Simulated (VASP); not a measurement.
A run of VASP 6.6.1:

Contents of POSCAR:

```
Sn3Bi
1.0
    4.9444759192      0.0000000000      0.0000000000
    0.0000000000      4.9444759192      0.0000000000
    0.0000000000      0.0000000000      4.9444759192
Sn Bi
3 1
Direct
    0.0000000000      0.5000000000      0.5000000000
    0.5000000000      0.0000000000      0.5000000000
    0.5000000000      0.5000000000      0.0000000000
    0.0000000000      0.0000000000      0.0000000000
```

Contents of INCAR.step1:

```
PREC = Accurate ; ENCUT = 520
ISMEAR = 0 ; SIGMA = 0.1
LREAL = F ; LASPH = T
NELM = 80 ; NBANDS = 36
GGA = PE ; ALGO = Normal
EDIFF = 1E-4 ; LWAVE = T
LCHARG = F
```

The input INCAR.step2:

```
PREC = Accurate ; ENCUT = 520
EDIFF = 1E-6 ; ISMEAR = 0
SIGMA = 0.1 ; LREAL = F
LASPH = T ; NELM = 80
ALGO = Normal ; ISIF = 2
LWAVE = F ; LCHARG = F
METAGGA = R2SCAN ; LMIXTAU = T
NBANDS = 36 ; ISTART = 1
```

KPOINTS

```
regular mesh
0
Gamma
  10 10 10
```

Potentials or basis: VASP PAW PBE potentials, release 64 (Sn_d, Bi_d).

Command:

```bash
$ cat potpaw_PBE.64/Sn_d/POTCAR potpaw_PBE.64/Bi_d/POTCAR > POTCAR
$ cp INCAR.step1 INCAR
$ mpirun -np 1 vasp_std > vasp.out
$ cp INCAR.step2 INCAR
$ mpirun -np 1 vasp_std > vasp.out
```

Hardware: 1 thread of Intel(R) Xeon(R) Platinum 8488C (Sapphire Rapids) (shared host).

Q: How long does it take, and how much memory?

A: It took 6.5 min on 1 thread of Intel(R) Xeon(R) Platinum 8488C (Sapphire Rapids) (shared host), peak memory 0.39 GiB. Counts: k points 56.
